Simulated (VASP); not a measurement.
Here is a VASP 6.6.1 calculation.

Contents of INCAR:

```
PREC = Accurate
ENCUT = 520
EDIFF = 1E-6
ISMEAR = -1
SIGMA = 0.03
LREAL = False
LASPH = True
NELM = 60
ALGO = Normal
ISIF = 2
LWAVE = False
LCHARG = False
GGA = PS
NBANDS = 42
```

KPOINTS

```
regular mesh
0
Gamma
  6 4 4
```

File POSCAR:

```
KScS2
1.0
    3.7143599996      0.0000000000      0.0000000000
    0.0000000000      5.5604266117      0.0000000000
    0.0000000000      0.0000000000      8.6712566619
K S Sc
2 4 2
Direct
    0.0000000000      0.0000000000      0.8938341250
    0.5000000000      0.5000000000      0.1061658750
    0.0000000000      0.5000000000      0.8052067137
    0.5000000000      0.0000000000      0.1947932863
    0.0000000000      0.5000000000      0.4049268181
    0.5000000000      0.0000000000      0.5950731819
    0.0000000000      0.0000000000      0.3884760547
    0.5000000000      0.5000000000      0.6115239453
```

Potentials or basis: VASP PAW PBE potentials, release 64 (K_sv, S, Sc_sv).

Launch:

```sh
$ cat potpaw_PBE.64/K_sv/POTCAR potpaw_PBE.64/S/POTCAR potpaw_PBE.64/Sc_sv/POTCAR > POTCAR
$ mpirun -np 1 vasp_std > vasp.out
```

**Question.** Estimate the largest force.

**Answer.** 0.024 eV/Å.

**Question.** Estimate the band gap on the k mesh.

**Answer.** 1.59 eV (least direct gap 1.69 eV).

**Question.** Estimate the pressure.

**Answer.** 0.2 GPa.

Forces in eV/Å, atoms in the order of the input:
```
K    0.000  0.000  0.008
K    0.000  0.000 -0.008
S    0.000  0.000  0.015
S    0.000  0.000 -0.015
S    0.000  0.000 -0.024
S    0.000  0.000  0.024
Sc   0.000  0.000 -0.003
Sc   0.000  0.000  0.003
```

Caveat: the PAW data sets were made with another functional, which shifts forces and pressure a little. A k mesh can miss the band edges.
